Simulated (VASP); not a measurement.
Here is a VASP 6.6.1 calculation.

File INCAR:

```
SYSTEM = CsEu
PREC     = Accurate       ! precision mode
ENCUT    = 520            ! plane-wave cutoff, eV
EDIFF    = 1E-7           ! SCF threshold, eV
ISMEAR   = -1             ! smearing method
SIGMA    = 0.1            ! smearing width, eV
LREAL    = .FALSE.        ! projectors in reciprocal space
LASPH    = .TRUE.         ! aspherical terms in the spheres
NELM     = 150            ! most SCF steps
ALGO     = Normal         ! electronic algorithm
ISIF     = 2              ! what is computed and relaxed
LWAVE    = .FALSE.        ! write WAVECAR
LCHARG   = .FALSE.        ! write CHGCAR
ISPIN    = 2              ! spin polarisation
MAGMOM   = 0 9.1          ! initial moments
LORBIT   = 11             ! projections on sites
LMAXMIX  = 6              ! l up to which the mixer works
GGA      = PE             ! functional
NBANDS   = 24             ! bands
```

File KPOINTS:

```
Automatic mesh
0
G
  8 8 4
  0 0 0
```

File POSCAR:

```
CsEu
1.0
    4.3887372436      0.0000000000      0.0000000000
   -2.1943686218      3.8007578126      0.0000000000
    0.0000000000      0.0000000000      7.8728652635
Cs Eu
1 1
Direct
    0.0000000000      0.0000000000      0.5000000000
    0.6666666667      0.3333333333      0.0000000000
```

Potentials or basis: VASP PAW PBE potentials, release 64 (Cs_sv, Eu).

Launch:

```sh
$ cat potpaw_PBE.64/Cs_sv/POTCAR potpaw_PBE.64/Eu/POTCAR > POTCAR
$ mpirun -np 1 vasp_std > vasp.out
```

Problem. Predict the site moments.

Solution. Cs +0.02; Eu +6.75 μB.

Problem. Estimate the pressure.

Solution. 0.0 GPa.

Problem. What does it give for the net moment?

Solution. 7.66 μB per cell.

Stress tensor (GPa, compression positive):
```
-0.07  0.00  0.00
 0.00 -0.07  0.00
 0.00  0.00  0.05
```

 The state reached can hang on the start; a lower one may exist.
